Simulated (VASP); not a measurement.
# MgSn5 (P-62m) in VASP: a series of runs

MgSn5 is run at these levels: LDA; tasks: single point.

Program: VASP 6.6.1. These are calculated values, not measurements. Logs are shortened: lines on timing, memory, paths and dates and some standing lists are left out, and cuts for length are marked.

## Step 1: The cell of the first run

Symmetry: P-62m, No. 189, hexagonal system. Conventional cell: a = 5.554 Å, b = 5.554 Å, c = 5.522 Å, α = 90.00°, β = 90.00°, γ = 120.00°. Within 4.2 Å of Mg (site symmetry -62m) lie 12 Sn at 3.21 to 3.31 Å. Within 4.2 Å of Sn (site symmetry m2m) lie 10 Sn at 3.17 to 3.33 Å and 2 Mg at 3.31 Å. Within 4.2 Å of Sn (site symmetry -6) lie 3 Mg at 3.21 Å and 9 Sn at 3.21 to 3.33 Å.

## Step 2: Single point, LDA

Input file INCAR:

```
SYSTEM = MgSn5
PREC     = Accurate       ! precision mode
ENCUT    = 520            ! plane-wave cutoff, eV
EDIFF    = 1E-6           ! SCF threshold, eV
ISMEAR   = 1              ! smearing method
SIGMA    = 0.1            ! smearing width, eV
LREAL    = .FALSE.        ! projectors in reciprocal space
LASPH    = .TRUE.         ! aspherical terms in the spheres
NELM     = 100            ! most SCF steps
ALGO     = Normal         ! electronic algorithm
ISIF     = 2              ! what is computed and relaxed
LWAVE    = .FALSE.        ! write WAVECAR
LCHARG   = .FALSE.        ! write CHGCAR
NBANDS   = 45             ! bands
```

Input file KPOINTS:

```
Automatic mesh
0
G
  5 5 4
  0 0 0
```

Input file POSCAR:

```
MgSn5
1.0
    5.5543937670      0.0000000000      0.0000000000
   -2.7771968835      4.8102464156      0.0000000000
    0.0000000000      0.0000000000      5.5219777733
Mg Sn
1 5
Direct
    0.0000000000      0.0000000000      0.5000000000
    0.6700040000      0.0000000000      0.0000000000
    0.3299960000      0.3299960000      0.0000000000
    0.0000000000      0.6700040000      0.0000000000
    0.6666666667      0.3333333333      0.5000000000
    0.3333333333      0.6666666667      0.5000000000
```

Potentials or basis: VASP PAW LDA potentials, release 64 (Mg, Sn_d).

Launch:

```sh
> cat potpaw_LDA.64/Mg/POTCAR potpaw_LDA.64/Sn_d/POTCAR > POTCAR
> mpirun -np 1 vasp_std > vasp.out
```

OUTCAR:

```text
SYSTEM = MgSn5
   PREC = Accurate
   ENCUT = 520
   EDIFF = 1E-6
   ISMEAR = 1
   LREAL = .FALSE.
   LASPH = .TRUE.
   NELM = 100
   ISIF = 2

 ion  position               nearest neighbor table
   1  0.000  0.000  0.500-   5 3.21   6 3.21   5 3.21   6 3.21   5 3.21   6 3.21   2 3.31   2 3.31
                             3 3.31   4 3.31   4 3.31   3 3.31
   2  0.670  0.000  0.000-   3 3.17   4 3.17   3 3.22   4 3.22   3 3.22   4 3.22   1 3.31   1 3.31
                             5 3.33   5 3.33   6 3.33   6 3.33
   3  0.330  0.330  0.000-   2 3.17   4 3.17   2 3.22   4 3.22   4 3.22   2 3.22   1 3.31   1 3.31
                             5 3.33   5 3.33   6 3.33   6 3.33
   4  0.000  0.670  0.000-   2 3.17   3 3.17   2 3.22   3 3.22   3 3.22   2 3.22   1 3.31   1 3.31
                             6 3.33   6 3.33   5 3.33   5 3.33
   5  0.667  0.333  0.500-   6 3.21   1 3.21   1 3.21   6 3.21   6 3.21   1 3.21   3 3.33   3 3.33
                             2 3.33   2 3.33   4 3.33   4 3.33
   6  0.333  0.667  0.500-   5 3.21   1 3.21   1 3.21   5 3.21   5 3.21   1 3.21   4 3.33   4 3.33
                             2 3.33   2 3.33   3 3.33   3 3.33

  LATTYP: Found a hexagonal cell.
 ALAT       =     5.5543937670
 C/A-ratio  =     0.9941639007

  Lattice vectors:

 A1 = (   5.5543937670,   0.0000000000,   0.0000000000)
 A2 = (  -2.7771968835,   4.8102464156,   0.0000000000)
 A3 = (   0.0000000000,   0.0000000000,   5.5219777733)

Analysis of symmetry for initial positions (statically):
=====================================================================
 Subroutine PRICEL returns:
 Original cell was already a primitive cell.

 Routine SETGRP: Setting up the symmetry group for a
 hexagonal supercell.

 Subroutine GETGRP returns: Found 12 space group operations
 (whereof 12 operations were pure point group operations)
 out of a pool of 24 trial point group operations.

The static configuration has the point symmetry D_3h.

Analysis of symmetry for dynamics (positions and initial velocities):
=====================================================================
 Subroutine PRICEL returns:
 Original cell was already a primitive cell.

 Routine SETGRP: Setting up the symmetry group for a
 hexagonal supercell.

 Subroutine GETGRP returns: Found 12 space group operations
 (whereof 12 operations were pure point group operations)
 out of a pool of 24 trial point group operations.

The dynamic configuration has the point symmetry D_3h.

 Subroutine INISYM returns: Found 12 space group operations
 (whereof 12 operations are pure point group operations),
 and found     1 'primitive' translations

----------------------------------------------------------------------------------------

                                     Primitive cell

  volume of cell :     147.5362

  direct lattice vectors                    reciprocal lattice vectors
     5.554393767  0.000000000  0.000000000     0.180037650  0.103944779  0.000000000
    -2.777196883  4.810246416  0.000000000     0.000000000  0.207889558  0.000000000
     0.000000000  0.000000000  5.521977773     0.000000000  0.000000000  0.181094536

  length of vectors
     5.554393767  5.554394036  5.521977773     0.207889568  0.207889558  0.181094536

  position of ions in fractional coordinates (direct lattice)
     0.000000000  0.000000000  0.500000000
     0.670004000  0.000000000  0.000000000
     0.329996000  0.329996000  0.000000000
     0.000000000  0.670004000  0.000000000
     0.666666667  0.333333333  0.500000000
     0.333333333  0.666666667  0.500000000

  ion indices of the primitive-cell ions
   primitive index   ion index
                 1           1
                 2           2
                 3           3
                 4           4
                 5           5
                 6           6

----------------------------------------------------------------------------------------

 KPOINTS: Automatic mesh

Automatic generation of k-mesh.
 Grid dimensions read from file:
 generate k-points for:    5    5    4

[... 45 lines left out ...]
   IVDW    =     0    specifies the selected vdW correction
   LEPSILON=     F    determine dielectric tensor
   LRPA    =     F    only Hartree local field effects (RPA)
 non-spin polarized calculation
 Methfessel and Paxton  Order N= 1 SIGMA  =   0.10
  energy-cutoff  :      520.00
  volume of cell :      147.54
 maximum number of plane-waves:      4035
 NGX is ok and might be reduce to    42
   NGX = 21   NGY = 21   NGZ = 21

 number of electron      72.0000005 magnetization

 Free energy of the ion-electron system (eV)
  ---------------------------------------------------
  ext. energy  EPLUGINS =         0.00000000
  ---------------------------------------------------
  free energy    TOTEN  =       -24.35339482 eV

  energy without entropy =      -24.35386336  energy(sigma->0) =      -24.35355100

 E-fermi :   7.8407     XC(G=0): -10.6521

 val. band max:        7.8371330065   @ k =   0.2000   0.2000   0.2500
 cond. band min:       7.9247842555   @ k =   0.2000  -0.0000   0.5000
 fundamental gap:      0.0876512490
 Fermi energy:         7.8406656238

 k-point     1 :       0.0000    0.0000    0.0000
  band No.  band energies     occupation
      1     -13.5606      2.00000
      2     -13.5606      2.00000
      3     -13.5566      2.00000
      4     -13.5250      2.00000
      5     -13.5250      2.00000
      6     -13.5033      2.00000
[... 37 lines left out ...]
     44      10.5571      0.00000
     45      12.3892      0.00000

 k-point     2 :       0.2000   -0.0000    0.0000
  band No.  band energies     occupation
      1     -13.5654      2.00000
      2     -13.5582      2.00000
      3     -13.5507      2.00000
      4     -13.5468      2.00000
      5     -13.5452      2.00000
      6     -13.4919      2.00000
[... 37 lines left out ...]
     44      11.8929      0.00000
     45      13.2647      0.00000

 k-point     3 :       0.4000   -0.0000    0.0000
  band No.  band energies     occupation
      1     -13.5990      2.00000
      2     -13.5684      2.00000
      3     -13.5553      2.00000
      4     -13.5531      2.00000
      5     -13.5278      2.00000
      6     -13.5271      2.00000
[... 565 lines left out ...]
     44      11.7515      0.00000
     45      12.0104      0.00000

 k-point    15 :       0.4000    0.2000    0.5000
  band No.  band energies     occupation
      1     -13.5835      2.00000
      2     -13.5731      2.00000
      3     -13.5680      2.00000
      4     -13.5637      2.00000
      5     -13.5568      2.00000
      6     -13.5340      2.00000
[... 37 lines left out ...]
     44      12.1492      0.00000
     45      12.2735      0.00000

------------------------ aborting loop because EDIFF is reached ----------------------------------------

  FORCE on cell =-STRESS in cart. coord.  units (eV):
  Direction    XX          YY          ZZ          XY          YZ          ZX
  --------------------------------------------------------------------------------------
  -------------------------------------------------------------------------------------
  Total        1.5480442      1.5480444     -2.1694922     -0.0000000     -0.0000000      0.0000000
  in kB       16.8110674     16.8110696    -23.5597150     -0.0000000     -0.0000000      0.0000000
  external PRESSURE =       3.3541407 kB  Pullay stress =       0.0000000 kB

 VOLUME and BASIS-vectors are now :
 -----------------------------------------------------------------------------
  energy-cutoff  :      520.00
  volume of cell :      147.54
      direct lattice vectors                 reciprocal lattice vectors
     5.554393767  0.000000000  0.000000000     0.180037650  0.103944779  0.000000000
    -2.777196883  4.810246416  0.000000000     0.000000000  0.207889558  0.000000000
     0.000000000  0.000000000  5.521977773     0.000000000  0.000000000  0.181094536

 POSITION                                       TOTAL-FORCE (eV/Angst)
 -----------------------------------------------------------------------------------
      0.00000      0.00000      2.76099         0.000000      0.000000     -0.000000
      3.72147      0.00000      0.00000         0.069765      0.000000      0.000000
      0.91646      1.58736      0.00000        -0.034883     -0.060418     -0.000000
     -1.86073      3.22288      0.00000        -0.034883      0.060418     -0.000000
      2.77720      1.60342      2.76099         0.000000      0.000000     -0.000000
     -0.00000      3.20683      2.76099         0.000000      0.000000     -0.000000
 -----------------------------------------------------------------------------------
    total drift:                               -0.000000      0.000001      0.000000

  FREE ENERGIE OF THE ION-ELECTRON SYSTEM (eV)
  ---------------------------------------------------
  free  energy   TOTEN  =       -24.3533948199 eV

  energy  without entropy=      -24.3538633551  energy(sigma->0) =      -24.35355100
```

It took 53 s on 1 thread of Intel Xeon Platinum 8488C (Sapphire Rapids), shared host; peak memory 0.25 GiB.

What came out:

```
Free energy            : -24.3534 eV
Pressure               : 0.3 GPa
Largest force          : 0.070 eV/Å
Band gap on the k mesh : zero (band 36 reaches 9.32 eV, above the bottom of band 37 at 6.38 eV)
```

Forces on the atoms (eV/Å):
```
Mg   0.000  0.000  0.000
Sn   0.070  0.000  0.000
Sn  -0.035 -0.060  0.000
Sn  -0.035  0.060  0.000
Sn   0.000  0.000  0.000
Sn   0.000  0.000  0.000
```

Stress tensor (GPa, compression positive):
```
 1.68  0.00  0.00
 0.00  1.68  0.00
 0.00  0.00 -2.36
```

Caveat: spin-orbit coupling is left out, which moves the levels of the heavy elements.

## Step 3: Single point, LDA

This run uses another cell than the first one, of 25.37 Å³/atom, 1.032 times its volume.

Input file INCAR:

```
PREC     = Accurate       # precision mode
ENCUT    = 520            # plane-wave cutoff, eV
EDIFF    = 1E-6           # SCF threshold, eV
ISMEAR   = 1              # smearing method
SIGMA    = 0.1            # smearing width, eV
LREAL    = False          # projectors in reciprocal space
LASPH    = True           # aspherical terms in the spheres
NELM     = 80             # most SCF steps
ALGO     = Normal         # electronic algorithm
ISIF     = 2              # what is computed and relaxed
LWAVE    = False          # write WAVECAR
LCHARG   = False          # write CHGCAR
NBANDS   = 45             # bands
```

Input file KPOINTS:

```
regular mesh
0
Gamma
  5 5 4
```

POSCAR: that of step 2 with these lines changed.

```diff
@@ -2,5 +2,5 @@
 1.0
-    5.5543937670      0.0000000000      0.0000000000
-   -2.7771968835      4.8102464156      0.0000000000
-    0.0000000000      0.0000000000      5.5219777733
+    5.6122561997      0.0000000000      0.0000000000
+   -2.8061280998      4.8603567554      0.0000000000
+    0.0000000000      0.0000000000      5.5795025151
 Mg Sn
```

Potentials or basis: VASP PAW LDA potentials, release 64 (Mg, Sn_d).

Launch:

```sh
> cat potpaw_LDA.64/Mg/POTCAR potpaw_LDA.64/Sn_d/POTCAR > POTCAR
> mpirun -np 1 vasp_std > vasp.out
```

Run time: 56 s. Hardware: 1 thread of Intel Xeon Platinum 8488C (Sapphire Rapids), shared host; peak memory 0.25 GiB.

It converged, with:

```yaml
Free_energy: -24.3402 eV
Pressure: -1.3 GPa
Largest_force: 0.050 eV/Å
Band_gap_on_the_k_mesh: zero (band 36 reaches 8.90 eV, above the bottom of band 37 at 6.06 eV)
```

Forces in eV/Å, atoms in the order of the input:
```
Mg   0.000  0.000  0.000
Sn   0.050  0.000  0.000
Sn  -0.025 -0.044  0.000
Sn  -0.025  0.044  0.000
Sn   0.000  0.000  0.000
Sn   0.000  0.000  0.000
```

Stress tensor (GPa, compression positive):
```
-0.04  0.00  0.00
 0.00 -0.04  0.00
 0.00  0.00 -3.90
```

Levels at points of the mesh, in eV from the Fermi level:
| k point | band 33 | band 34 | band 35 | band 36 | band 37 | band 38 | band 39 | band 40 | band 41 | band 42 |
| --- | --- | --- | --- | --- | --- | --- | --- | --- | --- | --- |
| (0.00, 0.00, 0.00) | -2.87 | -2.64 | -0.31 | -0.08 | -0.08 | 1.07 | 1.11 | 1.11 | 1.22 | 1.22 |
| (0.00, 0.00, 0.50) | -2.54 | -2.51 | -1.91 | -1.91 | -1.00 | -0.87 | -0.87 | 1.14 | 1.58 | 5.04 |

Caveat: spin-orbit coupling is left out, which moves the levels of the heavy elements.

## Step 4: Single point, LDA

This run uses another cell than the first one, of 26.14 Å³/atom, 1.063 times its volume.

Input file INCAR:

```
SYSTEM = MgSn5
ALGO = Normal
EDIFF = 1E-7
ENCUT = 520
GGA = CA
ISIF = 2
ISMEAR = 1
LASPH = .True.
LCHARG = .True.
LELF = .True.
LREAL = .False.
LVHAR = .True.
LWAVE = .False.
NBANDS = 45
NELM = 100
PREC = Accurate
SIGMA = 0.1
```

Input file KPOINTS:

```
k-points
0
Gamma
  5 5 4
  0 0 0
```

POSCAR: that of step 3 with these lines changed.

```diff
@@ -2,5 +2,5 @@
 1.0
-    5.6122561997      0.0000000000      0.0000000000
-   -2.8061280998      4.8603567554      0.0000000000
-    0.0000000000      0.0000000000      5.5795025151
+    5.6689494934      0.0000000000      0.0000000000
+   -2.8344747467      4.9094545912      0.0000000000
+    0.0000000000      0.0000000000      5.6358649411
 Mg Sn
```

Launch:

```sh
> cat potpaw_LDA.64/Mg/POTCAR potpaw_LDA.64/Sn_d/POTCAR > POTCAR
> mpirun -np 1 vasp_std > vasp.out
```

Wall time 64 s (1 thread of Intel Xeon Platinum 8488C (Sapphire Rapids), shared host); peak memory 0.26 GiB.

It converged, with:

- Free energy: -24.2824 eV
- Pressure: -2.7 GPa
- Largest force: 0.039 eV/Å
- Band gap on the k mesh: zero (band 36 reaches 8.50 eV, above the bottom of band 37 at 5.76 eV)

Forces in eV/Å, atoms in the order of the input:
```
Mg   0.000  0.000  0.000
Sn   0.039  0.000  0.000
Sn  -0.020 -0.034  0.000
Sn  -0.020  0.034  0.000
Sn   0.000  0.000  0.000
Sn   0.000  0.000  0.000
```

Stress tensor (GPa, compression positive):
```
-1.52  0.00  0.00
 0.00 -1.52  0.00
 0.00  0.00 -5.14
```

Levels at points of the mesh, in eV from the Fermi level:
```csv
k point,band 35,band 36,band 37,band 38,band 39,band 40
"(0.00, 0.00, 0.00)",-0.34,-0.10,-0.10,1.07,1.11,1.11
"(0.00, 0.00, 0.50)",-1.82,-1.82,-1.03,-0.82,-0.82,1.10
```

Caveat: spin-orbit coupling is left out, which moves the levels of the heavy elements.

## Step 5: Single point, LDA

This run uses another cell than the first one, of 26.92 Å³/atom, 1.095 times its volume.

Input file INCAR:

```
SYSTEM = MgSn5
ALGO = Normal ; EDIFF = 1E-6
ENCUT = 520 ; ISIF = 2
ISMEAR = 1 ; LASPH = .TRUE.
LCHARG = .TRUE. ; LELF = .TRUE.
LREAL = .FALSE. ; LVHAR = .TRUE.
LWAVE = .FALSE. ; NBANDS = 45
NELM = 80 ; PREC = Accurate
SIGMA = 0.1
```

Input file KPOINTS:

```
k-points
0
G
  5 5 4
  0 0 0
```

POSCAR: that of step 4 with these lines changed.

```diff
@@ -2,5 +2,5 @@
 1.0
-    5.6689494934      0.0000000000      0.0000000000
-   -2.8344747467      4.9094545912      0.0000000000
-    0.0000000000      0.0000000000      5.6358649411
+    5.7245309740      0.0000000000      0.0000000000
+   -2.8622654870      4.9575895685      0.0000000000
+    0.0000000000      0.0000000000      5.6911220426
 Mg Sn
```

Launch:

```sh
> cat potpaw_LDA.64/Mg/POTCAR potpaw_LDA.64/Sn_d/POTCAR > POTCAR
> mpirun -np 1 vasp_std > vasp.out
```

Wall time 70 s (1 thread of Intel Xeon Platinum 8488C (Sapphire Rapids), shared host); peak memory 0.28 GiB.

Results (log left out):

* Free energy: -24.1869 eV
* Pressure: -3.9 GPa
* Largest force: 0.034 eV/Å
* Band gap on the k mesh: zero (band 36 reaches 8.13 eV, above the bottom of band 37 at 5.48 eV)

Forces on the atoms (eV/Å):
```
Mg   0.000  0.000  0.000
Sn   0.034  0.000  0.000
Sn  -0.017 -0.029  0.000
Sn  -0.017  0.029  0.000
Sn   0.000  0.000  0.000
Sn   0.000  0.000  0.000
```

Stress tensor (GPa, compression positive):
```
-2.79  0.00  0.00
 0.00 -2.79  0.00
 0.00  0.00 -6.14
```

Levels at points of the mesh, in eV from the Fermi level:
```tsv
k point	band 33	band 34	band 35	band 36	band 37	band 38	band 39	band 40	band 41	band 42
(0.00, 0.00, 0.00)	-2.67	-2.48	-0.37	-0.11	-0.11	1.06	1.10	1.10	1.17	1.17
(0.00, 0.00, 0.50)	-2.37	-2.33	-1.75	-1.75	-1.06	-0.77	-0.77	1.07	1.50	4.76
```

Caveat: spin-orbit coupling is left out, which moves the levels of the heavy elements.

## Step 6: Single point, LDA

This run uses another cell than the first one, of 27.70 Å³/atom, 1.126 times its volume.

Input file INCAR:

```
SYSTEM = MgSn5
PREC = Accurate
ENCUT = 520
EDIFF = 1E-7
ISMEAR = 1
SIGMA = 0.1
LREAL = .FALSE.
LASPH = .TRUE.
NELM = 80
ALGO = Normal
ISIF = 2
LWAVE = .FALSE.
LCHARG = .TRUE.
GGA = CA
LELF = .TRUE.
LVHAR = .TRUE.
NBANDS = 45
```

Input file KPOINTS:

```
regular mesh
0
G
  5 5 4
  0 0 0
```

POSCAR: that of step 5 with these lines changed.

```diff
@@ -2,5 +2,5 @@
 1.0
-    5.7245309740      0.0000000000      0.0000000000
-   -2.8622654870      4.9575895685      0.0000000000
-    0.0000000000      0.0000000000      5.6911220426
+    5.7790535980      0.0000000000      0.0000000000
+   -2.8895267990      5.0048075490      0.0000000000
+    0.0000000000      0.0000000000      5.7453264672
 Mg Sn
```

Potentials or basis: VASP PAW LDA potentials, release 64 (Mg, Sn_d).

Launch:

```sh
> cat potpaw_LDA.64/Mg/POTCAR potpaw_LDA.64/Sn_d/POTCAR > POTCAR
> mpirun -np 1 vasp_std > vasp.out
```

Run time: 76 s. Hardware: 1 thread of Intel Xeon Platinum 8488C (Sapphire Rapids), shared host; peak memory 0.3 GiB.

Results (log left out):

| Quantity | Value |
| --- | --- |
| Free energy | -24.0605 eV |
| Pressure | -4.9 GPa |
| Largest force | 0.032 eV/Å |
| Band gap on the k mesh | zero (band 36 reaches 7.77 eV, above the bottom of band 37 at 5.21 eV) |

Forces in eV/Å, atoms in the order of the input:
```
Mg   0.000  0.000  0.000
Sn   0.032  0.000  0.000
Sn  -0.016 -0.028  0.000
Sn  -0.016  0.028  0.000
Sn   0.000  0.000  0.000
Sn   0.000  0.000  0.000
```

Stress tensor (GPa, compression positive):
```
-3.82  0.00  0.00
 0.00 -3.82  0.00
 0.00  0.00 -6.94
```

Levels at points of the mesh, in eV from the Fermi level:
```csv
k point,band 33,band 34,band 35,band 36,band 37,band 38,band 39,band 40,band 41,band 42
"(0.00, 0.00, 0.00)",-2.58,-2.42,-0.39,-0.13,-0.13,1.06,1.09,1.09,1.15,1.15
"(0.00, 0.00, 0.50)",-2.29,-2.25,-1.67,-1.67,-1.08,-0.73,-0.73,1.04,1.47,4.62
```

Caveat: spin-orbit coupling is left out, which moves the levels of the heavy elements.

## Step 7: Summary

| cell | gap on the mesh (eV) | pressure (GPa) | largest force (eV/Å) |
| --- | --- | --- | --- |
| a = 5.554, b = 5.554, c = 5.522 Å, angles 90.0, 90.0, 120.0°, 6 atoms | none | 0.3 | 0.07 |
| a = 5.612, b = 5.612, c = 5.580 Å, angles 90.0, 90.0, 120.0°, 6 atoms | none | -1.3 | 0.05 |
| a = 5.669, b = 5.669, c = 5.636 Å, angles 90.0, 90.0, 120.0°, 6 atoms | none | -2.7 | 0.04 |
| a = 5.725, b = 5.725, c = 5.691 Å, angles 90.0, 90.0, 120.0°, 6 atoms | none | -3.9 | 0.03 |
| a = 5.779, b = 5.779, c = 5.745 Å, angles 90.0, 90.0, 120.0°, 6 atoms | none | -4.9 | 0.03 |

Alike in all rows: task single point; level LDA; potentials or basis VASP PAW LDA potentials, release 64 (Mg, Sn_d); no spin polarisation; k mesh 5 × 5 × 4; cutoff (eV) 520; smearing methfessel-paxton 0.1 eV.

Caveats: spin-orbit coupling is left out, which moves the levels of the heavy elements.

Total energies depend on the potentials used, so only differences within one code and one set of settings carry meaning.
